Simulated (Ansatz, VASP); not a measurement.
One calculation of Rb, two programs

The input INCAR:

```
PREC = Accurate ; ENCUT = 520
EDIFF = 1E-7 ; ISMEAR = -1
SIGMA = 0.08 ; LREAL = F
LASPH = T ; NELM = 60
ALGO = Normal ; ISIF = 2
LWAVE = F ; LCHARG = F
GGA = PE ; NBANDS = 10
```

Contents of KPOINTS:

```
regular mesh
0
Gamma
  10 10 10
```

Contents of POSCAR:

```
Rb
1.0
    0.0000000000      3.4239588005      3.4239588005
    3.4239588005      0.0000000000      3.4239588005
    3.4239588005      3.4239588005      0.0000000000
Rb
1
Direct
    0.0000000000      0.0000000000      0.0000000000
```

Input for Ansatz:

```yaml
crystal:
  lattice:
    - [0.0, 3.4239588005, 3.4239588005]
    - [3.4239588005, 0.0, 3.4239588005]
    - [3.4239588005, 3.4239588005, 0.0]
  atoms:
    - { symbol: Rb, position: [0.0, 0.0, 0.0] }
kpoints:
  mp_grid: { grid: [10, 10, 10] }
scf:
  occupations: { method: fermi_dirac, width: 0.08 }
hamiltonian:
  xc: pbe
  pseudopotentials: { kind: all_electron, lapw: { basis_error: 0.001 } }
output:
  forces: true
  stress: true
  eigenvalues: true
  populations: true
```

Change from the starting cell: volume scaled by 0.88, LAPW.

Alike in both runs: task single point; functional PBE; k mesh 10 × 10 × 10; occupations fermi-dirac, width 0.08 eV; no spin polarisation.

|  | VASP | Ansatz |
| --- | --- | --- |
| version | VASP 6.6.1 | Ansatz 0.2.0 |
| potentials or method | VASP PAW PBE potentials, release 64 (Rb_sv), cutoff 520 eV | all-electron LAPW, scalar-relativistic |

|  | VASP | Ansatz | Ansatz less VASP |
| --- | --- | --- | --- |
| pressure (GPa) | 0.5 | 0.5 | 0.00 |

Ansatz ran all-electron here, and VASP with PAW potentials.
